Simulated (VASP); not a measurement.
Here is a VASP 6.6.1 calculation.

The input INCAR:

```
PREC     = Accurate       # precision mode
ENCUT    = 500            # plane-wave cutoff, eV
EDIFF    = 1E-6           # SCF threshold, eV
ISMEAR   = 0              # smearing method
SIGMA    = 0.1            # smearing width, eV
LREAL    = False          # projectors in reciprocal space
LASPH    = True           # aspherical terms in the spheres
NELM     = 120            # most SCF steps
ALGO     = Normal         # electronic algorithm
ISIF     = 2              # what is computed and relaxed
LWAVE    = False          # write WAVECAR
LCHARG   = True           # write CHGCAR
GGA      = PE             # functional
LELF     = True           # ELF
LVHAR    = True         
NBANDS   = 19             # bands
GGA_COMPAT= False
```

File KPOINTS:

```
Automatic mesh
0
Gamma
  12 12 8
```

POSCAR

```
TiS2
1.0
    3.4148327705      0.0000000000      0.0000000000
   -1.7074163853      2.9573319289      0.0000000000
    0.0000000000      0.0000000000      6.5400591341
Ti S
1 2
Direct
    0.0000000000      0.0000000000      0.0000000000
    0.3333333333      0.6666666667      0.2170021413
    0.6666666667      0.3333333333      0.7829978587
```

Potentials or basis: VASP PAW PBE potentials, release 64 (Ti_sv, S).

Launch:

```console
$ cat potpaw_PBE.64/Ti_sv/POTCAR potpaw_PBE.64/S/POTCAR > POTCAR
$ mpirun -np 1 vasp_std > vasp.out
```

Predict the band gap on the k mesh.

zero (bands 12 and 13 overlap by 0.02 eV).

What does it give for the largest force?

0.010 eV/Å.

What does it give for the pressure?

0.0 GPa.

Forces on the atoms (eV/Å):
```
Ti   0.000  0.000  0.000
S    0.000  0.000  0.010
S    0.000  0.000 -0.010
```

Caveat: this functional lacks dispersion, which binds layers or chains, so the pressure and a relaxed spacing across them are unreliable.
